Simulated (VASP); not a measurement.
# Hf: electric field gradients with LDA

Crystal: Hf.

```
CELL_PARAMETERS angstrom
0.00000 2.20510 2.20510
2.20510 0.00000 2.20510
2.20510 2.20510 0.00000
ATOMIC_POSITIONS crystal
Hf 0.00000 0.00000 0.00000
```

This cell differs from its parent crystal: volume scaled by 0.98.

```json
{
  "Program": "VASP 6.6.1",
  "Task": "electric field gradients",
  "Functional": "LDA",
  "Potentials or basis": "VASP PAW LDA potentials, release 64 (Hf_pv)",
  "Cutoff": "520 eV",
  "k mesh": "13 × 13 × 13",
  "Occupations": "fermi-dirac, width 0.03 eV",
  "Spin": "no spin polarisation",
  "Dipole correction": "no",
  "Further INCAR settings": "ALGO = Normal; EDIFF = 1e-08; NBANDS = 11"
}
```

- Pressure: -3.4 GPa
- Band gap on the k mesh: zero (band 5 reaches 6.26 eV, above the bottom of band 6 at 4.35 eV)

Levels at points of the mesh, in eV from the Fermi level:
| k point | band 1 | band 2 | band 3 | band 4 | band 5 | band 6 | band 7 | band 8 | band 9 | band 10 |
| --- | --- | --- | --- | --- | --- | --- | --- | --- | --- | --- |
| (0.00, 0.00, 0.00) | -29.71 | -29.71 | -29.71 | -7.28 | 1.35 | 1.35 | 1.35 | 4.25 | 4.25 | 11.57 |

Run time: 6.3 s on 1 thread of Intel Xeon 6975P-C, on a shared host, peak memory 0.14 GiB.

Caveat: without QUAD_EFG the Cq values of the log hold for a quadrupole moment of 1 mb, not for the nuclei; spin-orbit coupling is left out, which moves the levels of the heavy elements.
